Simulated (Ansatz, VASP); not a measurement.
**One calculation of Fe, two programs**

The input INCAR:

```
SYSTEM = Fe
PREC = Accurate
ENCUT = 520
EDIFF = 1E-6
ISMEAR = -1
SIGMA = 0.05
LREAL = .FALSE.
LASPH = .TRUE.
NELM = 150
ALGO = Normal
ISIF = 2
LWAVE = .FALSE.
LCHARG = .FALSE.
ISPIN = 2
MAGMOM = 4
LORBIT = 11
LMAXMIX = 4
LDAU = .TRUE.
LDAUTYPE = 2
LDAUL = 2
LDAUU = 5.3
LDAUJ = 0
LDAUPRINT = 1
GGA = PE
NBANDS = 14
```

The input KPOINTS:

```
regular mesh
0
G
  12 12 12
  0 0 0
```

The input POSCAR:

```
Fe
1.0
   -1.4304000000      1.4304000000      1.4304000000
    1.4304000000     -1.4304000000      1.4304000000
    1.4304000000      1.4304000000     -1.4304000000
Fe
1
Direct
    0.0000000000      0.0000000000      0.0000000000
```

Input for Ansatz:

```yaml
crystal:
  lattice:
    - [-1.4304, 1.4304, 1.4304]
    - [1.4304, -1.4304, 1.4304]
    - [1.4304, 1.4304, -1.4304]
  atoms:
    - { symbol: Fe, position: [0.0, 0.0, 0.0], spin: 4.0 }
magnetization:
  spin_polarized: true
hamiltonian:
  xc: pbe
  pseudopotentials: { kind: paw }
  hubbard: { sites: [{ species: Fe, l: d, u_eff: 5.3 }] }
basis:
  ecutwfc: 420
kpoints:
  mp_grid: { grid: [12, 12, 12] }
scf:
  occupations: { method: fermi_dirac, width: 0.05 }
  lower_state_search: "off"
output:
  forces: true
  stress: true
```

Alike in both runs: task single point; functional PBE; k mesh 12 × 12 × 12; occupations fermi-dirac, width 0.05 eV; collinear spin; Hubbard terms Fe d U = 5.3 eV.

|  | VASP | Ansatz |
| --- | --- | --- |
| version | VASP 6.6.1 | Ansatz 0.2.0 |
| potentials or method | VASP PAW PBE potentials, release 64 (Fe), cutoff 520 eV | PAW, plane waves, scalar-relativistic |
| valence electrons in the cell | 8 | 16 |

Ansatz gave:

```
pressure (GPa)                                                : 20.3
net moment per atom (μB)                                      : 2.82
size of the moment on the site where the two differ most (μB) : 2.89
```

**Question.** Estimate VASP's values.

**Answer.** Pressure (GPa): 16.1; net moment per atom (μB): 2.84; size of the moment on the site where the two differ most (μB): 2.98.

Site moments also hang on the region over which each program counts them. The programs project onto different local orbitals, so the same U acts differently, and such runs can settle in different states. VASP's potentials hold 8 valence electrons a cell and Ansatz's 16, so a difference there can come from the potentials and not from the codes. Ansatz's warnings: filled band counts differ across k points.
